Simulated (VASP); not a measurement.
Set up this calculation in VASP 6.6.1, as the native input.

```yaml
Task: single point
Functional: PBE
Potentials_or_basis: VASP PAW PBE potentials, release 64 (Sn_d, Te, S)
Cutoff: 520 eV
k_mesh: 6 × 6 × 6
Occupations: gaussian, width 0.1 eV
Spin: no spin polarisation
Dipole_correction: no
Further_INCAR_settings: ALGO = Normal; EDIFF = 1e-06; NBANDS = 28
```

The structure of Sn2TeS lies in POSCAR:

```
Sn2TeS
1.0
    2.1698263000      1.2527498000      7.0415052000
   -2.1698263000      1.2527498000      7.0415052000
    0.0000000000     -2.5054996000      7.0415052000
Sn Te S
2 1 1
Direct
    0.7411070000      0.7411070000      0.7411070000
    0.2588930000      0.2588930000      0.2588930000
    0.5000000000      0.5000000000      0.5000000000
    0.0000000000      0.0000000000      0.0000000000
```

The cell was built from a structure type or drawn by symmetry, and may not be a known phase.

These files were run (other wordings do the same):

INCAR

```
PREC = Accurate ; ENCUT = 520
EDIFF = 1E-6 ; ISMEAR = 0
SIGMA = 0.1 ; LREAL = F
LASPH = T ; NELM = 60
ALGO = Normal ; ISIF = 2
LWAVE = F ; LCHARG = F
GGA = PE ; NBANDS = 28
```

KPOINTS

```
regular mesh
0
Gamma
  6 6 6
```

Potentials or basis: VASP PAW PBE potentials, release 64 (Sn_d, Te, S).

Run with:

```sh
$ cat potpaw_PBE.64/Sn_d/POTCAR potpaw_PBE.64/Te/POTCAR potpaw_PBE.64/S/POTCAR > POTCAR
$ mpirun -np 1 vasp_std > vasp.out
```

Results of the run:

* Pressure: -0.2 GPa
* Largest force: 0.025 eV/Å
* Band gap on the k mesh: 0.09 eV (least direct gap 0.12 eV)

Caveat: spin-orbit coupling is left out, which moves the levels of the heavy elements.

It took 2.2 min on 1 thread of Intel(R) Xeon(R) 6975P-C (Granite Rapids) (shared host), peak memory 0.47 GiB.
